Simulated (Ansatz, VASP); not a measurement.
**Two plane-wave programs on C**

```xyz
4
Lattice="-2.4647 0.0000 0.0000 0.0000 0.0000 -3.5720 0.0000 -4.2689 0.0000" Properties=species:S:1:pos:R:3 pbc="T T T"
C    -1.2323   -0.7595    0.0000
C     0.0000   -2.8699    0.0000
C     0.0000   -1.3750    0.0000
C    -1.2323   -3.5334    0.0000
```

Change from the starting cell: mode 8 frozen in at -0.012 Å and mode 12 at -0.036 Å (largest displacements).

Alike in both runs: task single point; functional PBE; dispersion D3(BJ); k mesh 18 × 12 × 10; occupations gaussian, width 0.15 eV; no spin polarisation.

|  | VASP | Ansatz |
| --- | --- | --- |
| version | VASP 6.6.1 | Ansatz 0.2.0 |
| potentials or method | VASP PAW PBE potentials, release 64 (C), cutoff 520 eV | scalar-relativistic, plane waves, PAW |
| valence electrons in the cell | 16 | 16 |

```tsv
	VASP	Ansatz	Ansatz less VASP
gap on the k mesh at the Fermi level (eV)	none	none	-
pressure (GPa)	2.5	2.1	-0.37
traceless stress, the component that is largest in VASP (GPa)	8.17	7.81	-0.355
rms of the force components (eV/Å)	2.116	2.114	-0.0021
```

Atom by atom the forces differ by 0.004 eV/Å (rms over components). A gap of «none» marks a metal or a gap that the smearing closes.
